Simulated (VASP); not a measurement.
Crystal: SiC.

```
Si C
1.0
     0.00000    2.01387    2.01387
     2.01387    0.00000    2.01387
     2.01387    2.01387    0.00000
Si C
1 1
Direct
  0.00000 0.00000 0.00000
  0.50000 0.50000 0.50000
```

Base run:

| Property | Result |
| --- | --- |
| Program | VASP 6.6.1 |
| Functional | PBE |
| Potentials or basis | VASP PAW PBE potentials, release 64 (Si, C) |
| Cutoff | 520 eV |
| k mesh | 8 × 8 × 8 |
| Occupations | fermi-dirac, width 0.02 eV |
| Spin | no spin polarisation |

Its results: band gap on the k mesh zero (band 4 reaches 12.70 eV, above the bottom of band 5 at 11.81 eV); pressure 6.3 GPa.

Question: The run is repeated on the same cell with these changes: cutoff from 520 eV to 600 eV; occupations from fermi-dirac, width 0.02 eV to fermi-dirac, width 0.2 eV. What comes out?

Answer: Band gap on the k mesh zero (band 4 reaches 12.69 eV, above the bottom of band 5 at 11.81 eV); pressure 6.7 GPa.
